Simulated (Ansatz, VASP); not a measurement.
One calculation of Mo, two programs

```
Mo
1.0
    -1.55656    1.55656    1.55656
     1.55656   -1.55656    1.55656
     1.55656    1.55656   -1.55656
Mo
1
Cartesian
  0.0000 0.0000 0.0000
```

Alike in both runs: task single point; functional LDA; k mesh 14 × 14 × 14; occupations gaussian, width 0.01 eV; no spin polarisation.

|  | VASP | Ansatz |
| --- | --- | --- |
| version | VASP 6.6.1 | Ansatz 0.2.0 |
| potentials or method | VASP PAW LDA potentials, release 64 (Mo_sv), cutoff 520 eV | plane waves (420 eV) with PAW, scalar-relativistic |
| valence electrons in the cell | 14 | 14 |

Ansatz gave:

* pressure (GPa): 0.1

Problem. Estimate VASP's values.

Solution. Pressure (GPa): 1.3.

Ansatz warns that its potentials were made for another functional, while VASP's fit it. LDA's correlation is that of Perdew and Zunger in VASP and of Perdew and Wang (1992) in Ansatz.
